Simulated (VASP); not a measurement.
Input of a VASP 6.6.1 run:

Contents of INCAR:

```
SYSTEM = Ti
PREC = Accurate
ENCUT = 520
EDIFF = 1E-6
ISMEAR = -1
SIGMA = 0.05
LREAL = .False.
LASPH = .True.
NELM = 60
ALGO = Normal
ISIF = 2
LWAVE = .False.
LCHARG = .True.
GGA = PS
LELF = .True.
LVHAR = .True.
NBANDS = 25
```

File KPOINTS:

```
regular mesh
0
Gamma
  7 7 9
  0 0 0
```

File POSCAR:

```
Ti
1.0
    4.6274787604      0.0000000000      0.0000000000
   -2.3137393802      4.0075141620      0.0000000000
    0.0000000000      0.0000000000      2.8634359596
Ti
3
Direct
    0.6666666667      0.3333333333      0.5000000000
    0.3333333333      0.6666666667      0.5000000000
    0.0000000000      0.0000000000      0.0000000000
```

Potentials or basis: VASP PAW PBE potentials, release 64 (Ti_sv).

Run with:

```console
$ cat potpaw_PBE.64/Ti_sv/POTCAR > POTCAR
$ mpirun -np 1 vasp_std > vasp.out
```

Q: Estimate the band gap on the k mesh.

A: Zero (band 18 reaches 8.08 eV, above the bottom of band 19 at 7.84 eV).

Q: What does it give for the pressure?

A: -7.7 GPa.

Stress tensor (GPa, compression positive):
```
-7.71  0.00  0.00
 0.00 -7.71  0.00
 0.00  0.00 -7.82
```

Caveat: the PAW data sets were made with another functional, which shifts forces and pressure a little.
